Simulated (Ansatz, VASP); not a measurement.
## One calculation of Mo, two programs

```xyz
2
Lattice="2.7581 0.0000 0.0000 -1.3790 2.3886 0.0000 0.0000 0.0000 4.8919" Properties=species:S:1:pos:R:3 pbc="T T T"
Mo    0.0000    1.5924    1.2230
Mo    1.3790    0.7962    3.6689
```

Alike in both runs: task single point; functional PBE; k mesh 15 × 15 × 8; occupations fermi-dirac, width 0.08 eV; no spin polarisation.

```csv
,VASP,Ansatz
version,VASP 6.6.1,Ansatz 0.2.0
potentials or method,"VASP PAW PBE potentials, release 64 (Mo_sv), cutoff 520 eV","all-electron LAPW, scalar-relativistic"
```

|  | VASP | Ansatz | Ansatz less VASP |
| --- | --- | --- | --- |
| pressure (GPa) | 0.5 | 0.0 | -0.44 |
| traceless stress, the component that is largest in VASP (GPa) | -0.09 | 0.02 | +0.108 |

Ansatz ran all-electron here, and VASP with PAW potentials.
